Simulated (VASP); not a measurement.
# HfO2 (Fm-3m) in VASP: notebook, part 2 of 2

VASP 6.6.1. Earlier steps stand in the parts before.

### Step 4. Vibrations by perturbation theory, LDA

This run uses another cell than the first one, of 9.66 Å³/atom, 0.940 times its volume.

INCAR

```
ALGO = Normal
EDIFF = 1E-8
ENCUT = 520
GGA = CA
IBRION = 8
ISIF = 2
ISMEAR = 0
LASPH = True
LCHARG = False
LEPSILON = True
LREAL = False
LWAVE = False
NELM = 80
NSW = 1
PREC = Accurate
SIGMA = 0.01
```

KPOINTS

```
k-points
0
Gamma
  8 8 8
```

POSCAR

```
HfO2
1.0
    0.0000000000      2.4383083904      2.4383083904
    2.4383083904      0.0000000000      2.4383083904
    2.4383083904      2.4383083904      0.0000000000
Hf O
1 2
Direct
    0.0000000000      0.0000000000      0.0000000000
    0.2500000000      0.2500000000      0.2500000000
    0.7500000000      0.7500000000      0.7500000000
```

Potentials or basis: VASP PAW LDA potentials, release 64 (Hf_pv, O).

On the command line:

```console
cat potpaw_LDA.64/Hf_pv/POTCAR potpaw_LDA.64/O/POTCAR > POTCAR
mpirun -np 1 vasp_std > vasp.out
```

OUTCAR:

```text
EDIFF = 1E-8
   ENCUT = 520
   GGA = CA
   IBRION = 8
   ISIF = 2
   ISMEAR = 0
   LASPH = True
   LEPSILON = True
   LREAL = False
   NELM = 80
   NSW = 1
   PREC = Accurate

 ion  position               nearest neighbor table
   1  0.000  0.000  0.000-   3 2.11   3 2.11   2 2.11   3 2.11   2 2.11   2 2.11   3 2.11   2 2.11

   2  0.250  0.250  0.250-   1 2.11   1 2.11   1 2.11   1 2.11
   3  0.750  0.750  0.750-   1 2.11   1 2.11   1 2.11   1 2.11

  LATTYP: Found a face centered cubic cell.
 ALAT       =     4.8766167808

  Lattice vectors:

 A1 = (   0.0000000000,   2.4383083904,   2.4383083904)
 A2 = (   2.4383083904,   0.0000000000,   2.4383083904)
 A3 = (   2.4383083904,   2.4383083904,   0.0000000000)

Analysis of symmetry for initial positions (statically):
=====================================================================
 Subroutine PRICEL returns:
 Original cell was already a primitive cell.

 Routine SETGRP: Setting up the symmetry group for a
 face centered cubic supercell.

 Subroutine GETGRP returns: Found 48 space group operations
 (whereof 48 operations were pure point group operations)
 out of a pool of 48 trial point group operations.

The static configuration has the point symmetry O_h .

Analysis of symmetry for dynamics (positions and initial velocities):
=====================================================================
 Subroutine PRICEL returns:
 Original cell was already a primitive cell.

 Routine SETGRP: Setting up the symmetry group for a
 face centered cubic supercell.
[... 706 lines left out ...]
    2     0.00000     5.58675     0.00000
    3     0.00000     0.00000     5.58675
 ion    2
    1    -2.79337     0.00000     0.00000
    2     0.00000    -2.79337     0.00000
    3     0.00000     0.00000    -2.79337
 ion    3
    1    -2.79337     0.00000     0.00000
    2     0.00000    -2.79337     0.00000
    3     0.00000     0.00000    -2.79337

 INTERNAL STRAIN TENSOR FOR ION    3 for displacements in x,y,z  (eV/Angst):
          X           Y           Z          XY          YZ          ZX
  --------------------------------------------------------------------------------
  x     0.00000    -0.00000    -0.00000     0.00000    13.12284     0.00000
  y    -0.00000    -0.00000    -0.00000     0.00000     0.00000    13.12284
  z    -0.00000    -0.00000     0.00000    13.12284     0.00000     0.00000

 SECOND DERIVATIVES (NOT SYMMETRIZED)
 ------------------------------------
               1X          1Y          1Z          2X          2Y          2Z          3X          3Y          3Z
  1X   -10.636742    0.000000    0.000000    5.318371    0.000000    0.000000    5.318371    0.000000    0.000000
  1Y     0.000000  -10.636742    0.000000    0.000000    5.318371    0.000000    0.000000    5.318371    0.000000
  1Z     0.000000    0.000000  -10.636742    0.000000    0.000000    5.318371    0.000000    0.000000    5.318371
  2X     5.322922    0.000000    0.000000  -15.759099    0.000000    0.000000   10.436177    0.000000    0.000000
  2Y     0.000000    5.322922    0.000000    0.000000  -15.759099    0.000000    0.000000   10.436177    0.000000
  2Z     0.000000    0.000000    5.322922    0.000000    0.000000  -15.759099    0.000000    0.000000   10.436177
  3X     5.322922    0.000000    0.000000   10.436177    0.000000    0.000000  -15.759099    0.000000    0.000000
  3Y     0.000000    5.322922    0.000000    0.000000   10.436177    0.000000    0.000000  -15.759099    0.000000
  3Z     0.000000    0.000000    5.322922    0.000000    0.000000   10.436177    0.000000    0.000000  -15.759099

 Eigenvectors and eigenvalues of the dynamical matrix
 ----------------------------------------------------

   1 f  =   20.003327 THz   125.684608 2PiTHz  667.239154 cm-1    82.727074 meV
             X         Y         Z           dx          dy          dz
      0.000000  0.000000  0.000000     0.000000    0.000000    0.000000
      1.219154  1.219154  1.219154     0.538288   -0.458526   -0.000000
      3.657463  3.657463  3.657463    -0.538288    0.458526   -0.000000
[... 43 lines left out ...]
   9 f/i=    0.001503 THz     0.009445 2PiTHz    0.050140 cm-1     0.006217 meV
             X         Y         Z           dx          dy          dz
      0.000000  0.000000  0.000000     0.080933    0.011811   -0.917275
      1.219154  1.219154  1.219154     0.024221    0.003535   -0.274516
      3.657463  3.657463  3.657463     0.024221    0.003535   -0.274516

--------------------------------------------------------------------------------------------------------

 MACROSCOPIC STATIC DIELECTRIC TENSOR IONIC CONTRIBUTION
 ------------------------------------------------------
          18.308635     0.000000     0.000000
           0.000000    18.308635    -0.000000
           0.000000    -0.000000    18.308635
 ------------------------------------------------------

 ELASTIC MODULI CONTR FROM IONIC RELAXATION (kBar)
 Direction    XX          YY          ZZ          XY          YZ          ZX
 --------------------------------------------------------------------------------
 XX          -0.0000     -0.0000      0.0000      0.0000     -0.0000      0.0000
 YY          -0.0000     -0.0000     -0.0000      0.0000      0.0000      0.0000
 ZZ           0.0000     -0.0000     -0.0000     -0.0000      0.0000      0.0000
 XY           0.0000      0.0000     -0.0000   -726.5695      0.0000      0.0000
 YZ          -0.0000      0.0000      0.0000      0.0000   -726.5695      0.0000
 ZX           0.0000      0.0000      0.0000     -0.0000      0.0000   -726.5695
 --------------------------------------------------------------------------------

 PIEZOELECTRIC TENSOR IONIC CONTR  for field in x, y, z        (C/m^2)
          XX          YY          ZZ          XY          YZ          ZX
  --------------------------------------------------------------------------------
  x     0.00000    -0.00000    -0.00000     0.00000     0.00000    -0.00000
  y     0.00000    -0.00000    -0.00000    -0.00000     0.00000     0.00000
  z    -0.00000     0.00000    -0.00000    -0.00000    -0.00000     0.00000
```

stdout:

```text
POSCAR found type information on POSCAR HfO
 POSCAR found :  2 types and       3 ions
 scaLAPACK will be used
 LDA part: xc-table for (Slater(with rela. corr.)+CA(PZ))
 , standard interpolation
 POSCAR, INCAR and KPOINTS ok, starting setup
 FFT: planning ... GRIDC
 FFT: planning ... GRID_SOFT
 FFT: planning ... GRID
[... 24 lines left out ...]
 Linear response to external field, progress :
  Direction:   3
 dielectric tensor                  component  3 :     0.011     0.052     5.323
 Linear response DOF=           2
 Linear response progress:
 first order change of Fermi-energy   0.32772E-04
 force on displaced ion       1 direction 1 : -10.637   0.000   0.000
 Born effective charge ion    1 direction 1 :   5.586   0.000   0.000
 Linear response progress:
 first order change of Fermi-energy  -0.17080E+01
 force on displaced ion       2 direction 1 : -15.759  -0.000  -0.000
 Born effective charge ion    2 direction 1 :  -2.794   0.000   0.000
 Born effective charges drift removed
 Linear response finished
```

It took 4.3 min on 1 thread of Intel Xeon 6975P-C, shared host; peak memory 0.25 GiB.

What came out:

```yaml
Electronic_dielectric_tensor_diagonal: 5.32
Born_charges_mean_of_the_diagonal: Hf +5.59; O -2.79 e
Highest_phonon_frequency_at_Γ_LO-TO_splitting_left_out: 667 cm⁻¹
```

Phonon frequencies in cm⁻¹ (negative: imaginary):
```
              q point                    frequencies
(0.000, 0.000, 0.000)  0 0 0 327 327 327 667 667 667
```

Electronic dielectric tensor:
```
5.32 0.00 0.00
0.00 5.32 0.00
0.00 0.00 5.32
```

Born effective charge tensors (e):
atom 1, Hf
```
5.59 0.00 0.00
0.00 5.59 0.00
0.00 0.00 5.59
```
atom 2, O
```
-2.79  0.00  0.00
 0.00 -2.79  0.00
 0.00  0.00 -2.79
```
atom 3, O
```
-2.79  0.00  0.00
 0.00 -2.79  0.00
 0.00  0.00 -2.79
```

Caveat: the cell wasn't relaxed at this level first, which shifts response properties; spin-orbit coupling is left out, which moves the levels of the heavy elements.
